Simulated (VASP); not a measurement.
Here is a VASP 6.6.1 calculation.

The input INCAR:

```
PREC = Accurate
ENCUT = 520
EDIFF = 1E-6
ISMEAR = -1
SIGMA = 0.15
LREAL = False
LASPH = True
NELM = 150
ALGO = Normal
ISIF = 2
LWAVE = False
LCHARG = False
ISPIN = 2
MAGMOM = 3.5 3.5 3.5 3.5 0 0
LORBIT = 11
LMAXMIX = 4
GGA = PS
NBANDS = 43
```

KPOINTS

```
regular mesh
0
Gamma
  7 7 5
```

The input POSCAR:

```
Fe2Ge
1.0
    4.0549234502      0.0000000000      0.0000000000
   -2.0274617251      3.5116667183      0.0000000000
    0.0000000000      0.0000000000      4.9148925658
Fe Ge
4 2
Direct
    0.0000000000      0.0000000000      0.0000000000
    0.0000000000      0.0000000000      0.5000000000
    0.6666666667      0.3333333333      0.7500000000
    0.3333333333      0.6666666667      0.2500000000
    0.6666666667      0.3333333333      0.2500000000
    0.3333333333      0.6666666667      0.7500000000
```

Potentials or basis: VASP PAW PBE potentials, release 64 (Fe, Ge_d).

Run with:

```bash
$ cat potpaw_PBE.64/Fe/POTCAR potpaw_PBE.64/Ge_d/POTCAR > POTCAR
$ mpirun -np 1 vasp_std > vasp.out
```

**Question.** Predict the pressure.

**Answer.** 0.4 GPa.

**Question.** Predict the net moment.

**Answer.** 6.75 μB per cell.

**Question.** Predict the site moments.

**Answer.** Fe +2.19, +1.25 (each value once); Ge -0.07 μB.

Stress tensor (GPa, compression positive):
```
0.45 0.00 0.00
0.00 0.45 0.00
0.00 0.00 0.26
```

Caveat: the PAW data sets were made with another functional, which shifts forces and pressure a little.
